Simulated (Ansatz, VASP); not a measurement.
## WS2: VASP beside Ansatz

```
CELL_PARAMETERS angstrom
3.15955 0.00000 0.00000
-1.57977 2.73625 0.00000
0.00000 0.00000 23.80426
ATOMIC_POSITIONS crystal
S 0.33333 0.66667 0.18904
S 0.33333 0.66667 0.32146
S 0.33333 0.66667 0.46681
S 0.33333 0.66667 0.59923
W 0.66667 0.33333 0.25525
W 0.66667 0.33333 0.53302
```

Alike in both runs: task single point; functional PBE; dispersion D3(BJ); k mesh 9 × 9 × 1; occupations gaussian, width 0.05 eV; no spin polarisation.

|  | VASP | Ansatz |
| --- | --- | --- |
| version | VASP 6.6.1 | Ansatz 0.2.0 |
| potentials or method | VASP PAW PBE potentials, release 64 (S, W_sv), cutoff 520 eV | scalar-relativistic, plane waves, PAW |
| valence electrons in the cell | 52 | 52 |

Ansatz gave:

| Item | Value |
| --- | --- |
| gap on the k mesh at the Fermi level (eV) | 1.70 |
| least direct gap on the mesh (eV) | 1.90 |
| rms of the force components (eV/Å) | 0.022 |

Task: Estimate VASP's values.

Result: gap on the k mesh at the Fermi level (eV): 1.71; least direct gap on the mesh (eV): 1.90; rms of the force components (eV/Å): 0.021.

Neither program's run includes spin-orbit coupling.
